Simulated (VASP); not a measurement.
# Mo in VASP: relaxation of the atoms with PBEsol

Aim: the relaxation of the atoms of Mo with PBEsol.

All numbers are computed with VASP 6.6.1; they aren't measurements. Logs are shortened: lines on timing, memory, paths and dates and some standing lists are left out, and cuts for length are marked.

**1. The cell of the first run**

The cell holds a slab with vacuum, 5 atoms: a = 3.129 Å, b = 3.129 Å, c = 23.259 Å, α = 90.00°, β = 90.00°, γ = 90.00°.

**2. Relaxation of the atoms, PBEsol**

Contents of INCAR:

```
SYSTEM = Mo
  PREC = Accurate
  ENCUT = 520
  EDIFF = 1E-7
  ISMEAR = 0
  SIGMA = 0.1
  LREAL = .False.
  LASPH = .True.
  NELM = 80
  ALGO = Fast
  ISIF = 2
  LWAVE = .False.
  LCHARG = .False.
  LDIPOL = .True.
  IDIPOL = 3
  DIPOL = 0.5 0.5 0.500
  GGA = PS
  IBRION = 2
  NSW = 90
  EDIFFG = -0.03
```

Contents of KPOINTS:

```
Automatic mesh
0
Gamma
  9 9 1
  0 0 0
```

Contents of POSCAR:

```
Mo
1.0
    3.1293068543      0.0000000000      0.0000000000
    0.0000000000      3.1293068543      0.0000000000
    0.0000000000      0.0000000000     23.2586137086
Mo
5
Selective dynamics
Direct
    0.5000000000      0.5000000000      0.3654560029  F F F
    0.0000000000      0.0000000000      0.4327280015  F F F
    0.5000000000      0.5000000000      0.5000000000  T T T
    0.0000000000      0.0000000000      0.5672719985  T T T
    0.5000000000      0.5000000000      0.6345439971  T T T
```

Potentials or basis: VASP PAW PBE potentials, release 64 (Mo_sv).

Launch:

```console
> cat potpaw_PBE.64/Mo_sv/POTCAR > POTCAR
> mpirun -np 1 vasp_std > vasp.out
```

OUTCAR:

```text
SYSTEM = Mo
   PREC = Accurate
   ENCUT = 520
   EDIFF = 1E-7
   ISMEAR = 0
   LREAL = .False.
   LASPH = .True.
   NELM = 80
   ISIF = 2
   GGA = PS
   IBRION = 2
   NSW = 90
   EDIFFG = -0.03

 ion  position               nearest neighbor table
   1  0.500  0.500  0.365-   2 2.71   2 2.71   2 2.71   2 2.71   3 3.13
   2  0.000  0.000  0.433-   3 2.71   3 2.71   3 2.71   3 2.71   1 2.71   1 2.71   1 2.71   1 2.71
                             4 3.13
   3  0.500  0.500  0.500-   2 2.71   4 2.71   2 2.71   4 2.71   2 2.71   4 2.71   2 2.71   4 2.71
                             1 3.13   5 3.13
   4  0.000  0.000  0.567-   3 2.71   3 2.71   3 2.71   3 2.71   5 2.71   5 2.71   5 2.71   5 2.71
                             2 3.13
   5  0.500  0.500  0.635-   4 2.71   4 2.71   4 2.71   4 2.71   3 3.13

  LATTYP: Found a simple tetragonal cell.
 ALAT       =     3.1293068543
 C/A-ratio  =     7.4325129466

  Lattice vectors:

 A1 = (   3.1293068543,   0.0000000000,   0.0000000000)
 A2 = (   0.0000000000,   3.1293068543,   0.0000000000)
 A3 = (   0.0000000000,   0.0000000000,  23.2586137086)

Analysis of symmetry for initial positions (statically):
=====================================================================
 Subroutine PRICEL returns:
 Original cell was already a primitive cell.

 Routine SETGRP: Setting up the symmetry group for a
 simple tetragonal supercell.

 Subroutine GETGRP returns: Found 16 space group operations
 (whereof 16 operations were pure point group operations)
 out of a pool of 16 trial point group operations.

The static configuration has the point symmetry D_4h.

Analysis of symmetry for dynamics (positions and initial velocities):
=====================================================================
 Subroutine PRICEL returns:
 Original cell was already a primitive cell.

 Routine SETGRP: Setting up the symmetry group for a
 simple tetragonal supercell.

 Subroutine GETGRP returns: Found 16 space group operations
 (whereof 16 operations were pure point group operations)
 out of a pool of 16 trial point group operations.

The dynamic configuration has the point symmetry D_4h.

Analysis of constrained symmetry for selective dynamics:
=====================================================================
 Subroutine PRICEL returns:
 Original cell was already a primitive cell.

 Routine SETGRP: Setting up the symmetry group for a
 simple tetragonal supercell.

 Subroutine GETGRP returns: Found  8 space group operations
 (whereof  8 operations were pure point group operations)
 out of a pool of 16 trial point group operations.

The constrained configuration has the point symmetry C_4v.

 Subroutine INISYM returns: Found  8 space group operations
 (whereof  8 operations are pure point group operations),
 and found     1 'primitive' translations

----------------------------------------------------------------------------------------

                                     Primitive cell

  volume of cell :     227.7614

  direct lattice vectors                    reciprocal lattice vectors
     3.129306854  0.000000000  0.000000000     0.319559585  0.000000000  0.000000000
     0.000000000  3.129306854  0.000000000     0.000000000  0.319559585  0.000000000
     0.000000000  0.000000000 23.258613709     0.000000000  0.000000000  0.042994824

  length of vectors
     3.129306854  3.129306854 23.258613709     0.319559585  0.319559585  0.042994824

  position of ions in fractional coordinates (direct lattice)
     0.500000000  0.500000000  0.365456003
     0.000000000  0.000000000  0.432728002
     0.500000000  0.500000000  0.500000000
     0.000000000  0.000000000  0.567271998
     0.500000000  0.500000000  0.634543997

  ion indices of the primitive-cell ions
   primitive index   ion index
                 1           1
                 2           2
                 3           3
                 4           4
                 5           5

----------------------------------------------------------------------------------------

 KPOINTS: Automatic mesh

Automatic generation of k-mesh.
 Grid dimensions read from file:
 generate k-points for:    9    9    1

 Generating k-lattice:

  Cartesian coordinates                     Fractional coordinates (reciprocal lattice)
     0.035506621  0.000000000  0.000000000     0.111111111  0.000000000  0.000000000
     0.000000000  0.035506621  0.000000000     0.000000000  0.111111111  0.000000000
     0.000000000  0.000000000  0.042994824     0.000000000  0.000000000  1.000000000

  Length of vectors
     0.035506621  0.035506621  0.042994824

  Shift w.r.t. Gamma in fractional coordinates (k-lattice)
     0.000000000  0.000000000  0.000000000

 Subroutine IBZKPT returns following result:
 ===========================================

 Found     15 irreducible k-points:

 Following reciprocal coordinates:
            Coordinates               Weight
  0.000000  0.000000  0.000000      1.000000
  0.111111  0.000000  0.000000      4.000000
  0.222222  0.000000  0.000000      4.000000
  0.333333  0.000000  0.000000      4.000000
  0.444444  0.000000  0.000000      4.000000
  0.111111  0.111111  0.000000      4.000000
  0.222222  0.111111  0.000000      8.000000
  0.333333  0.111111  0.000000      8.000000
  0.444444  0.111111  0.000000      8.000000
  0.222222  0.222222  0.000000      4.000000
  0.333333  0.222222  0.000000      8.000000
  0.444444  0.222222  0.000000      8.000000
  0.333333  0.333333  0.000000      4.000000
  0.444444  0.333333  0.000000      8.000000
  0.444444  0.444444  0.000000      4.000000
   k-points           NKPTS =     15   k-points in BZ     NKDIM =     15   number of bands    NBANDS=     42
   number of dos      NEDOS =    301   number of ions     NIONS =      5
   total plane-waves  NPLWV = 103680
   dimension x,y,z NGX =    24 NGY =   24 NGZ =  180
   dimension x,y,z NGXF=    48 NGYF=   48 NGZF=  360
   ions per type =               5
   NGX,Y,Z   is equivalent  to a cutoff of  12.75, 12.75, 12.87 a.u.
   NGXF,Y,Z  is equivalent  to a cutoff of  25.50, 25.50, 25.73 a.u.
 SYSTEM =  Mo
   PREC   = accura    normal or accurate (medium, high low for compatibility)
   ISTART =      0    job   : 0-new  1-cont  2-samecut
   ICHARG =      2    charge: 1-file 2-atom 10-const
   ISPIN  =      1    spin polarized calculation?
   LNONCOLLINEAR =      F non collinear calculations
   LSORBIT =      F    spin-orbit coupling
   LASPH  =      T    aspherical Exc in radial PAW
   ENCUT  =  520.0 eV  38.22 Ry    6.18 a.u.   5.82  5.82 43.25*2*pi/ulx,y,z
   NELM   =     80;   NELMIN=  2; NELMDL= -5     # of ELM steps
   EDIFF  = 0.1E-06   stopping-criterion for ELM
   LREAL  =      F    real-space projection
   EDIFFG = -.3E-01   stopping-criterion for IOM
   NSW    =     90    number of steps for IOM
   IBRION =      2    ionic relax: 0-MD 1-quasi-New 2-CG
   NFREE  =      1    steps in history (QN), initial steepest desc. (CG)
   ISIF   =      2    stress and relaxation
   ISYM   =      2    0-nonsym 1-usesym 2-fastsym
   POTIM  = 0.5000    time-step for ionic-motion
   TEBEG  =    0.0;   TEEND  =   0.0 temperature during run
   PSTRESS=    0.0 pullay stress
   NELECT =      70.0000    total number of electrons
   NUPDOWN=      -1.0000    fix difference up-down
   EMIN   =  10.00;   EMAX   =-10.00  energy-range for DOS
   EFERMI =   0.00;   METHOD = LEGACY
   ISMEAR =     0;   SIGMA  =   0.10  broadening in eV -4-tet -1-fermi 0-gaus
   EFERMI_NEDOS =   21; number of points for ismear=-14 and -15
   IALGO  =     68    algorithm
   IMIX   =      4    mixing-type and parameters
     AMIX     =   0.40;   BMIX     =  1.00
     AMIX_MAG =   1.60;   BMIX_MAG =  1.00
  volume/ion in A,a.u.               =      45.55       307.40
  Fermi-wavevector in a.u.,A,eV,Ry     =   1.104793  2.087756 16.606821  1.220567
  Thomas-Fermi vector in A             =   2.241271
   LORBIT       =      0    0 simple, 1 ext, 2 COOP (PROOUT), +10 PAW based schemes
   GGA     = PS    functional components
   LHFCALC =     F    Hartree Fock is set to
   AEXX    =    0.0000 exact exchange contribution
   IVDW    =     0    specifies the selected vdW correction
   LEPSILON=     F    determine dielectric tensor
   LRPA    =     F    only Hartree local field effects (RPA)
 conjugate gradient relaxation of ions
 non-spin polarized calculation
 RMM-DIIS sequential band-by-band and
 Gauss-broadening in eV      SIGMA  =   0.10
  energy-cutoff  :      520.00
  volume of cell :      227.76
 maximum number of plane-waves:      6186
 NGX is ok and might be reduce to    24
   NGX = 11   NGY = 11   NGZ = 87

--------------------------------------- Ionic step        1  -------------------------------------------

 number of electron      69.9999997 magnetization

 Free energy of the ion-electron system (eV)
  ---------------------------------------------------
  ext. energy  EPLUGINS =         0.00000000
  ---------------------------------------------------
  free energy    TOTEN  =       -54.19646976 eV

  energy without entropy =      -54.15613862  energy(sigma->0) =      -54.17630419

------------------------ aborting loop because EDIFF is reached ----------------------------------------

  FORCE on cell =-STRESS in cart. coord.  units (eV):
  Direction    XX          YY          ZZ          XY          YZ          ZX
  --------------------------------------------------------------------------------------
  -------------------------------------------------------------------------------------
  Total       -8.2461260     -8.2461260     -4.7638602      0.0000000      0.0000000      0.0000000
  in kB      -58.0070020    -58.0070020    -33.5111599      0.0000000      0.0000000      0.0000000
  external PRESSURE =     -49.8417213 kB  Pullay stress =       0.0000000 kB
[... 98 lines left out ...]
  FREE ENERGIE OF THE ION-ELECTRON SYSTEM (eV)
  ---------------------------------------------------
  free  energy   TOTEN  =       -54.3259040492 eV

  energy  without entropy=      -54.2875573327  energy(sigma->0) =      -54.30673069

 dipolmoment           0.000000      0.000000      0.025243 electrons x Angstroem

[... ionic steps 4 to 7 ...]

--------------------------------------- Ionic step        8  -------------------------------------------

 number of electron      69.9999998 magnetization

------------------------ aborting loop because EDIFF is reached ----------------------------------------
[... 36 lines left out ...]
 number of electron      69.9999999 magnetization

------------------------ aborting loop because EDIFF is reached ----------------------------------------

 vacuum level on the upper side and lower side of the slab       (xc-potential included)        -0.073        -0.020

  FORCE on cell =-STRESS in cart. coord.  units (eV):
  Direction    XX          YY          ZZ          XY          YZ          ZX
  --------------------------------------------------------------------------------------
  -------------------------------------------------------------------------------------
  Total       -5.9865536     -5.9865536     -1.7401769      0.0000000     -0.0000000      0.0000000
  in kB      -42.1121419    -42.1121419    -12.2411959      0.0000000     -0.0000000      0.0000000
  external PRESSURE =     -32.1551599 kB  Pullay stress =       0.0000000 kB
[... 26 lines left out ...]
--------------------------------------- Ionic step       10  -------------------------------------------

 number of electron      69.9999999 magnetization

 dipolmoment           0.000000      0.000000     -0.006915 electrons x Angstroem

 Free energy of the ion-electron system (eV)
  ---------------------------------------------------
  ext. energy  EPLUGINS =         0.00000000
  ---------------------------------------------------
  free energy    TOTEN  =       -54.34036923 eV

  energy without entropy =      -54.30241338  energy(sigma->0) =      -54.32139130

 E-fermi :   1.6516     XC(G=0):  -5.5819

 val. band max:        1.6172765765   @ k =   0.1111   0.0000   0.0000
 cond. band min:       1.6627184490   @ k =   0.2222   0.2222   0.0000
 fundamental gap:      0.0454418726
 Fermi energy:         1.6516207798

 k-point     1 :       0.0000    0.0000    0.0000
  band No.  band energies     occupation
      1     -59.4729      2.00000
      2     -59.2543      2.00000
      3     -59.1636      2.00000
      4     -58.9823      2.00000
      5     -58.8348      2.00000
      6     -33.7694      2.00000
[... 664 lines left out ...]
     41       4.0287      0.00000
     42       4.2088      0.00000

------------------------ aborting loop because EDIFF is reached ----------------------------------------

 vacuum level on the upper side and lower side of the slab       (xc-potential included)        -0.072         0.053

  FORCE on cell =-STRESS in cart. coord.  units (eV):
  Direction    XX          YY          ZZ          XY          YZ          ZX
  --------------------------------------------------------------------------------------
  -------------------------------------------------------------------------------------
  Total       -5.9226635     -5.9226635     -1.6911093      0.0000000     -0.0000000      0.0000000
  in kB      -41.6627098    -41.6627098    -11.8960322      0.0000000     -0.0000000      0.0000000
  external PRESSURE =     -31.7404839 kB  Pullay stress =       0.0000000 kB
[... 20 lines left out ...]
  FREE ENERGIE OF THE ION-ELECTRON SYSTEM (eV)
  ---------------------------------------------------
  free  energy   TOTEN  =       -54.3403692296 eV

  energy  without entropy=      -54.3024133756  energy(sigma->0) =      -54.32139130

 reached required accuracy - stopping structural energy minimisation

 vacuum level on the upper side and lower side of the slab         5.665         5.793
```

It took 49 min on 1 thread of Oxide Virtual Turin-like, shared host; peak memory 0.33 GiB.

Results:

* Free energy: -54.3404 eV
* Energy gained by relaxing: 28.8 meV/atom
* Ionic steps: 10
* Band gap on the k mesh: zero (bands 35 and 36 overlap by 1.63 eV)

The path:
```
step  energy change (eV)  largest force on free atoms (eV/Å)  pressure (GPa)
   1              0.0000                              1.3682           -4.98
   2             -0.1172                              0.6457           -4.29
   3             -0.1294                              0.2474           -3.92
   4             -0.1295                              0.2011           -3.95
   5             -0.1337                              0.1808           -3.82
   6             -0.1420                              0.1164           -3.42
   7             -0.1377                              0.2186           -2.59
   8             -0.1437                              0.0674           -3.14
   9             -0.1436                              0.0882           -3.22
  10             -0.1439                              0.0055           -3.17
```

Final structure:
```yaml
crystal:
  lattice:
    - [3.12931, 0.00000, 0.00000]
    - [0.00000, 3.12931, 0.00000]
    - [0.00000, 0.00000, 23.25861]
  atoms:
    - { symbol: Mo, position: [0.50000, 0.50000, 0.36546] }
    - { symbol: Mo, position: [0.00000, 0.00000, 0.43273] }
    - { symbol: Mo, position: [0.50000, 0.50000, 0.49844] }
    - { symbol: Mo, position: [0.00000, 0.00000, 0.56833] }
    - { symbol: Mo, position: [0.50000, 0.50000, 0.62775] }
```

Levels at points of the mesh, in eV from the Fermi level:
```tsv
k point	band 31	band 32	band 33	band 34	band 35	band 36	band 37	band 38	band 39	band 40
(0.00, 0.00, 0.00)	-1.16	-0.83	-0.83	-0.31	-0.22	-0.08	-0.08	-0.08	-0.06	1.27
```

Caveat: the PAW data sets were made with another functional, which shifts forces and pressure a little.

The gap in the log of VASP goes by the Fermi energy; the results here count the filled bands.